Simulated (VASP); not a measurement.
A run of VASP 6.6.1:

Contents of INCAR:

```
PREC = Accurate
ENCUT = 600
EDIFF = 1E-6
ISMEAR = 0
SIGMA = 0.1
LREAL = False
LASPH = True
NELM = 80
ALGO = Normal
ISIF = 3
LWAVE = False
LCHARG = False
GGA = PE
IBRION = 2
NSW = 90
EDIFFG = -0.04
```

File KPOINTS:

```
regular mesh
0
Gamma
  6 6 6
```

Contents of POSCAR:

```
Zn2P
1.0
   -1.9385431757      1.9385431757      3.1794101443
    1.9385431757     -1.9385431757      3.1794101443
    1.9385431757      1.9385431757     -3.1794101443
Zn P
2 1
Direct
    0.5930000000      0.5930000000      0.0000000000
    0.4070000000      0.4070000000      0.0000000000
    0.0000000000      0.0000000000      0.0000000000
```

Potentials or basis: VASP PAW PBE potentials, release 64 (Zn, P).

Launch:

```console
$ cat potpaw_PBE.64/Zn/POTCAR potpaw_PBE.64/P/POTCAR > POTCAR
$ mpirun -np 1 vasp_std > vasp.out
```

Hardware: 1 thread of AMD EPYC 9R45 96-Core Processor (Zen 5), with other jobs on the host.

Problem. How long does it take, and how much memory?

Solution. Wall time 8.4 min on 1 thread of AMD EPYC 9R45 96-Core Processor (Zen 5), with other jobs on the host, peak memory 0.2 GiB. Counts: scf iterations 255, k points 30, ion steps 26.
